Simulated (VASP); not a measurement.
# Te2Mo in VASP: notebook

Te2Mo is run at these levels: LDA; tasks: single point.

Program: VASP 6.6.1. These are calculated values, not measurements. Logs are shortened: lines on timing, memory, paths and dates and some standing lists are left out, and cuts for length are marked.

## Step 1: The cell of the first run

The cell holds a slab with vacuum, 9 atoms: a = 3.471 Å, b = 3.471 Å, c = 30.207 Å, α = 90.00°, β = 90.00°, γ = 120.00°.

## Step 2: Single point, LDA

The input, INCAR:

```
PREC = Accurate
ENCUT = 520
EDIFF = 1E-7
ISMEAR = 0
SIGMA = 0.02
LREAL = False
LASPH = True
NELM = 60
ALGO = Normal
ISIF = 2
LWAVE = False
LCHARG = True
GGA = CA
LELF = True
LVHAR = True
NBANDS = 49
```

The input, KPOINTS:

```
regular mesh
0
Gamma
  12 12 1
```

The input, POSCAR:

```
Te2Mo
1.0
    3.4709964535      0.0000000000      0.0000000000
   -1.7354982268      3.0059711052      0.0000000000
    0.0000000000      0.0000000000     30.2065229228
Te Mo
6 3
Direct
    0.0000000000      0.0000000000      0.9405159387
    0.3333333333      0.6666666667      0.7128928623
    0.3333333333      0.6666666667      0.1682535127
    0.3333333333      0.6666666667      0.8317464873
    0.3333333333      0.6666666667      0.2871071377
    0.0000000000      0.0000000000      0.0594840613
    0.0000000000      0.0000000000      0.7722228596
    0.0000000000      0.0000000000      0.2277771404
    0.3333333333      0.6666666667      0.0000000000
```

Potentials or basis: VASP PAW LDA potentials, release 64 (Te, Mo_sv).

Started as:

```console
$ cat potpaw_LDA.64/Te/POTCAR potpaw_LDA.64/Mo_sv/POTCAR > POTCAR
$ mpirun -np 1 vasp_std > vasp.out
```

OUTCAR:

```text
PREC = Accurate
   ENCUT = 520
   EDIFF = 1E-7
   ISMEAR = 0
   LREAL = False
   LASPH = True
   NELM = 60
   ISIF = 2
   GGA = CA

 ion  position               nearest neighbor table
   1  0.000  0.000  0.941-   9 2.69   9 2.69   9 2.69   6 3.59
   2  0.333  0.667  0.713-   7 2.69   7 2.69   7 2.69   4 3.59
   3  0.333  0.667  0.168-   8 2.69   8 2.69   8 2.69   5 3.59
   4  0.333  0.667  0.832-   7 2.69   7 2.69   7 2.69   2 3.59
   5  0.333  0.667  0.287-   8 2.69   8 2.69   8 2.69   3 3.59
   6  0.000  0.000  0.059-   9 2.69   9 2.69   9 2.69   1 3.59
   7  0.000  0.000  0.772-   2 2.69   2 2.69   2 2.69   4 2.69   4 2.69   4 2.69
   8  0.000  0.000  0.228-   5 2.69   5 2.69   5 2.69   3 2.69   3 2.69   3 2.69
   9  0.333  0.667  0.000-   1 2.69   6 2.69   1 2.69   6 2.69   1 2.69   6 2.69

  LATTYP: Found a hexagonal cell.
 ALAT       =     3.4709964535
 C/A-ratio  =     8.7025507884

  Lattice vectors:

 A1 = (   3.4709964535,   0.0000000000,   0.0000000000)
 A2 = (  -1.7354982268,   3.0059711052,   0.0000000000)
 A3 = (   0.0000000000,   0.0000000000,  30.2065229228)

Analysis of symmetry for initial positions (statically):
=====================================================================
 Subroutine PRICEL returns:
 Original cell was already a primitive cell.

 Routine SETGRP: Setting up the symmetry group for a
 hexagonal supercell.

 Subroutine GETGRP returns: Found 12 space group operations
 (whereof 12 operations were pure point group operations)
 out of a pool of 24 trial point group operations.

The static configuration has the point symmetry D_3h.

Analysis of symmetry for dynamics (positions and initial velocities):
=====================================================================
 Subroutine PRICEL returns:
 Original cell was already a primitive cell.

 Routine SETGRP: Setting up the symmetry group for a
 hexagonal supercell.

 Subroutine GETGRP returns: Found 12 space group operations
 (whereof 12 operations were pure point group operations)
 out of a pool of 24 trial point group operations.

The dynamic configuration has the point symmetry D_3h.

 Subroutine INISYM returns: Found 12 space group operations
 (whereof 12 operations are pure point group operations),
 and found     1 'primitive' translations

----------------------------------------------------------------------------------------

                                     Primitive cell

  volume of cell :     315.1663

  direct lattice vectors                    reciprocal lattice vectors
     3.470996454  0.000000000  0.000000000     0.288101706  0.166335598  0.000000000
    -1.735498227  3.005971105  0.000000000     0.000000000  0.332671195  0.000000000
     0.000000000  0.000000000 30.206522923     0.000000000  0.000000000  0.033105432

  length of vectors
     3.470996454  3.470996454 30.206522923     0.332671195  0.332671195  0.033105432

  position of ions in fractional coordinates (direct lattice)
     0.000000000  0.000000000  0.940515939
     0.333333333  0.666666667  0.712892862
     0.333333333  0.666666667  0.168253513
     0.333333333  0.666666667  0.831746487
     0.333333333  0.666666667  0.287107138
     0.000000000  0.000000000  0.059484061
     0.000000000  0.000000000  0.772222860
     0.000000000  0.000000000  0.227777140
     0.333333333  0.666666667  0.000000000

  ion indices of the primitive-cell ions
   primitive index   ion index
                 1           1
                 2           2
                 3           3
                 4           4
                 5           5
                 6           6
                 7           7
                 8           8
                 9           9

----------------------------------------------------------------------------------------

 KPOINTS: regular mesh

Automatic generation of k-mesh.
 Grid dimensions read from file:
 generate k-points for:   12   12    1

 Generating k-lattice:

  Cartesian coordinates                     Fractional coordinates (reciprocal lattice)
     0.024008476  0.013861300  0.000000000     0.083333333  0.000000000  0.000000000
     0.000000000  0.027722600  0.000000000     0.000000000  0.083333333  0.000000000
     0.000000000  0.000000000  0.033105432     0.000000000  0.000000000  1.000000000

  Length of vectors
     0.027722600  0.027722600  0.033105432

  Shift w.r.t. Gamma in fractional coordinates (k-lattice)
     0.000000000  0.000000000  0.000000000

 Subroutine IBZKPT returns following result:
 ===========================================

 Found     19 irreducible k-points:

 Following reciprocal coordinates:
            Coordinates               Weight
  0.000000  0.000000  0.000000      1.000000
  0.083333 -0.000000  0.000000      6.000000
  0.166667 -0.000000  0.000000      6.000000
  0.250000 -0.000000  0.000000      6.000000
  0.333333 -0.000000  0.000000      6.000000
  0.416667 -0.000000  0.000000      6.000000
[... 11 lines left out ...]
  0.333333  0.250000  0.000000     12.000000
  0.333333  0.333333  0.000000      2.000000
   k-points           NKPTS =     19   k-points in BZ     NKDIM =     19   number of bands    NBANDS=     49
   number of dos      NEDOS =    301   number of ions     NIONS =      9
   total plane-waves  NPLWV = 188160
   dimension x,y,z NGX =    28 NGY =   28 NGZ =  240
   dimension x,y,z NGXF=    56 NGYF=   56 NGZF=  480
   ions per type =               6   3
   NGX,Y,Z   is equivalent  to a cutoff of  13.41, 13.41, 13.21 a.u.
   NGXF,Y,Z  is equivalent  to a cutoff of  26.82, 26.82, 26.42 a.u.
 SYSTEM =  unknown system
   PREC   = accura    normal or accurate (medium, high low for compatibility)
   ISTART =      0    job   : 0-new  1-cont  2-samecut
   ICHARG =      2    charge: 1-file 2-atom 10-const
   ISPIN  =      1    spin polarized calculation?
   LNONCOLLINEAR =      F non collinear calculations
   LSORBIT =      F    spin-orbit coupling
   LASPH  =      T    aspherical Exc in radial PAW
   ENCUT  =  520.0 eV  38.22 Ry    6.18 a.u.   6.45  6.45 56.16*2*pi/ulx,y,z
   NELM   =     60;   NELMIN=  2; NELMDL= -5     # of ELM steps
   EDIFF  = 0.1E-06   stopping-criterion for ELM
   LREAL  =      F    real-space projection
   EDIFFG = 0.1E-05   stopping-criterion for IOM
   NSW    =      0    number of steps for IOM
   IBRION =     -1    ionic relax: 0-MD 1-quasi-New 2-CG
   NFREE  =      0    steps in history (QN), initial steepest desc. (CG)
   ISIF   =      2    stress and relaxation
   ISYM   =      2    0-nonsym 1-usesym 2-fastsym
   POTIM  = 0.5000    time-step for ionic-motion
   TEBEG  =    0.0;   TEEND  =   0.0 temperature during run
   PSTRESS=    0.0 pullay stress
   NELECT =      78.0000    total number of electrons
   NUPDOWN=      -1.0000    fix difference up-down
   EMIN   =  10.00;   EMAX   =-10.00  energy-range for DOS
   EFERMI =   0.00;   METHOD = LEGACY
   ISMEAR =     0;   SIGMA  =   0.02  broadening in eV -4-tet -1-fermi 0-gaus
   EFERMI_NEDOS =   21; number of points for ismear=-14 and -15
   IALGO  =     38    algorithm
   IMIX   =      4    mixing-type and parameters
     AMIX     =   0.40;   BMIX     =  1.00
     AMIX_MAG =   1.60;   BMIX_MAG =  1.00
  volume/ion in A,a.u.               =      35.02       236.32
  Fermi-wavevector in a.u.,A,eV,Ry     =   1.027842  1.942340 14.374007  1.056460
  Thomas-Fermi vector in A             =   2.161808
   LORBIT       =      0    0 simple, 1 ext, 2 COOP (PROOUT), +10 PAW based schemes
   GGA     = CA    functional components
   LHFCALC =     F    Hartree Fock is set to
   AEXX    =    0.0000 exact exchange contribution
   IVDW    =     0    specifies the selected vdW correction
   LEPSILON=     F    determine dielectric tensor
   LRPA    =     F    only Hartree local field effects (RPA)
 non-spin polarized calculation
 Gauss-broadening in eV      SIGMA  =   0.02
  energy-cutoff  :      520.00
  volume of cell :      315.17
 maximum number of plane-waves:      8573
 NGX is ok and might be reduce to    28
   NGX = 13   NGY = 13   NGZ =113

 number of electron      78.0000003 magnetization

 Free energy of the ion-electron system (eV)
  ---------------------------------------------------
  ext. energy  EPLUGINS =         0.00000000
  ---------------------------------------------------
  free energy    TOTEN  =       -61.73809868 eV

  energy without entropy =      -61.73809868  energy(sigma->0) =      -61.73809868

 E-fermi :   4.3913     XC(G=0):  -7.8098

 val. band max:        4.2842608888   @ k =   0.0000   0.0000   0.0000
 cond. band min:       5.1044762870   @ k =   0.2500   0.1667   0.0000
 fundamental gap:      0.8202153982
 Fermi energy:         4.3913425663

 k-point     1 :       0.0000    0.0000    0.0000
  band No.  band energies     occupation
      1     -56.1395      2.00000
      2     -56.1349      2.00000
      3     -56.1349      2.00000
      4     -30.5297      2.00000
      5     -30.5274      2.00000
      6     -30.5274      2.00000
[... 41 lines left out ...]
     48       7.7577      0.00000
     49       7.7738      0.00000

 k-point     2 :       0.0833   -0.0000    0.0000
  band No.  band energies     occupation
      1     -56.1387      2.00000
      2     -56.1340      2.00000
      3     -56.1340      2.00000
      4     -30.5273      2.00000
      5     -30.5250      2.00000
      6     -30.5250      2.00000
[... 41 lines left out ...]
     48       7.5378      0.00000
     49       7.5397      0.00000

 k-point     3 :       0.1667   -0.0000    0.0000
  band No.  band energies     occupation
      1     -56.1364      2.00000
      2     -56.1318      2.00000
      3     -56.1318      2.00000
      4     -30.5207      2.00000
      5     -30.5185      2.00000
      6     -30.5185      2.00000
[... 821 lines left out ...]
     48       6.6102      0.00000
     49       7.8881      0.00000

 k-point    19 :       0.3333    0.3333    0.0000
  band No.  band energies     occupation
      1     -56.1255      2.00000
      2     -56.1209      2.00000
      3     -56.1209      2.00000
      4     -30.4895      2.00000
      5     -30.4871      2.00000
      6     -30.4871      2.00000
[... 41 lines left out ...]
     48       6.8086      0.00000
     49       8.1297      0.00000

------------------------ aborting loop because EDIFF is reached ----------------------------------------

  FORCE on cell =-STRESS in cart. coord.  units (eV):
  Direction    XX          YY          ZZ          XY          YZ          ZX
  --------------------------------------------------------------------------------------
  -------------------------------------------------------------------------------------
  Total        0.3109133      0.3109133      0.5600761     -0.0000000      0.0000000      0.0000000
  in kB        1.5805569      1.5805569      2.8471998     -0.0000000      0.0000000      0.0000000
  external PRESSURE =       2.0027712 kB  Pullay stress =       0.0000000 kB

 VOLUME and BASIS-vectors are now :
 -----------------------------------------------------------------------------
  energy-cutoff  :      520.00
  volume of cell :      315.17
      direct lattice vectors                 reciprocal lattice vectors
     3.470996454  0.000000000  0.000000000     0.288101706  0.166335598  0.000000000
    -1.735498227  3.005971105  0.000000000     0.000000000  0.332671195  0.000000000
     0.000000000  0.000000000 30.206522923     0.000000000  0.000000000  0.033105432

 POSITION                                       TOTAL-FORCE (eV/Angst)
 -----------------------------------------------------------------------------------
      0.00000      0.00000     28.40972         0.000000     -0.000000     -0.057846
     -0.00000      2.00398     21.53401         0.000000      0.000000     -0.057463
     -0.00000      2.00398      5.08235         0.000000      0.000000     -0.056571
     -0.00000      2.00398     25.12417        -0.000000     -0.000000      0.056571
     -0.00000      2.00398      8.67251         0.000000      0.000000      0.057463
      0.00000      0.00000      1.79681         0.000000      0.000000      0.057846
      0.00000      0.00000     23.32617         0.000000      0.000000      0.000878
      0.00000      0.00000      6.88036         0.000000     -0.000000     -0.000878
     -0.00000      2.00398      0.00000        -0.000000      0.000000      0.000000
 -----------------------------------------------------------------------------------
    total drift:                                0.000001     -0.000000     -0.000000

  FREE ENERGIE OF THE ION-ELECTRON SYSTEM (eV)
  ---------------------------------------------------
  free  energy   TOTEN  =       -61.7380986836 eV

  energy  without entropy=      -61.7380986836  energy(sigma->0) =      -61.73809868
```

It took 7 min on 1 thread of AMD EPYC 9R45 (Zen 5), shared host; peak memory 0.45 GiB.

What came out:

- Free energy: -61.7381 eV
- Largest force: 0.058 eV/Å
- Band gap on the k mesh: 0.82 eV (least direct gap 1.15 eV)

Forces on the atoms (eV/Å):
```
Te   0.000  0.000 -0.058
Te   0.000  0.000 -0.057
Te   0.000  0.000 -0.057
Te   0.000  0.000  0.057
Te   0.000  0.000  0.057
Te   0.000  0.000  0.058
Mo   0.000  0.000  0.001
Mo   0.000  0.000 -0.001
Mo   0.000  0.000  0.000
```

Caveat: spin-orbit coupling is left out, which moves the levels of the heavy elements.

## Step 3: Single point, LDA

The input, INCAR:

```
PREC     = Accurate       # precision mode
ENCUT    = 520            # plane-wave cutoff, eV
EDIFF    = 1E-7           # SCF threshold, eV
ISMEAR   = 0              # smearing method
SIGMA    = 0.02           # smearing width, eV
LREAL    = False          # projectors in reciprocal space
LASPH    = True           # aspherical terms in the spheres
NELM     = 80             # most SCF steps
ALGO     = Normal         # electronic algorithm
ISIF     = 2              # what is computed and relaxed
LWAVE    = False          # write WAVECAR
LCHARG   = False          # write CHGCAR
NBANDS   = 49             # bands
```

KPOINTS is that of step 2.

POSCAR is that of step 2.

Potentials or basis: VASP PAW LDA potentials, release 64 (Te, Mo_sv).

Started as:

```console
$ cat potpaw_LDA.64/Te/POTCAR potpaw_LDA.64/Mo_sv/POTCAR > POTCAR
$ mpirun -np 1 vasp_std > vasp.out
```

OUTCAR:

```text
PREC = Accurate
   ENCUT = 520
   EDIFF = 1E-7
   ISMEAR = 0
   LREAL = False
   LASPH = True
   NELM = 80
   ISIF = 2

 ion  position               nearest neighbor table
   1  0.000  0.000  0.941-   9 2.69   9 2.69   9 2.69   6 3.59
   2  0.333  0.667  0.713-   7 2.69   7 2.69   7 2.69   4 3.59
   3  0.333  0.667  0.168-   8 2.69   8 2.69   8 2.69   5 3.59
   4  0.333  0.667  0.832-   7 2.69   7 2.69   7 2.69   2 3.59
   5  0.333  0.667  0.287-   8 2.69   8 2.69   8 2.69   3 3.59
   6  0.000  0.000  0.059-   9 2.69   9 2.69   9 2.69   1 3.59
   7  0.000  0.000  0.772-   2 2.69   2 2.69   2 2.69   4 2.69   4 2.69   4 2.69
   8  0.000  0.000  0.228-   5 2.69   5 2.69   5 2.69   3 2.69   3 2.69   3 2.69
[... 1199 lines left out ...]

 VOLUME and BASIS-vectors are now :
 -----------------------------------------------------------------------------
  energy-cutoff  :      520.00
  volume of cell :      315.17
      direct lattice vectors                 reciprocal lattice vectors
     3.470996454  0.000000000  0.000000000     0.288101706  0.166335598  0.000000000
    -1.735498227  3.005971105  0.000000000     0.000000000  0.332671195  0.000000000
     0.000000000  0.000000000 30.206522923     0.000000000  0.000000000  0.033105432

 POSITION                                       TOTAL-FORCE (eV/Angst)
 -----------------------------------------------------------------------------------
      0.00000      0.00000     28.40972         0.000000     -0.000000     -0.057846
     -0.00000      2.00398     21.53401         0.000000      0.000000     -0.057463
     -0.00000      2.00398      5.08235         0.000000      0.000000     -0.056571
     -0.00000      2.00398     25.12417        -0.000000     -0.000000      0.056571
     -0.00000      2.00398      8.67251         0.000000      0.000000      0.057463
      0.00000      0.00000      1.79681         0.000000      0.000000      0.057846
      0.00000      0.00000     23.32617         0.000000      0.000000      0.000878
      0.00000      0.00000      6.88036         0.000000     -0.000000     -0.000878
     -0.00000      2.00398      0.00000        -0.000000      0.000000      0.000000
 -----------------------------------------------------------------------------------
    total drift:                                0.000001     -0.000000     -0.000000

  FREE ENERGIE OF THE ION-ELECTRON SYSTEM (eV)
  ---------------------------------------------------
  free  energy   TOTEN  =       -61.7380986836 eV

  energy  without entropy=      -61.7380986836  energy(sigma->0) =      -61.73809868
```

It took 6.9 min on 1 thread of AMD EPYC 9R45 (Zen 5), shared host; peak memory 0.45 GiB.

What came out:

```yaml
Free_energy: -61.7381 eV
Largest_force: 0.058 eV/Å
Band_gap_on_the_k_mesh: 0.82 eV (least direct gap 1.15 eV)
```

Forces in eV/Å, atoms in the order of the input:
```
Te   0.000  0.000 -0.058
Te   0.000  0.000 -0.057
Te   0.000  0.000 -0.057
Te   0.000  0.000  0.057
Te   0.000  0.000  0.057
Te   0.000  0.000  0.058
Mo   0.000  0.000  0.001
Mo   0.000  0.000 -0.001
Mo   0.000  0.000  0.000
```

Caveat: spin-orbit coupling is left out, which moves the levels of the heavy elements.
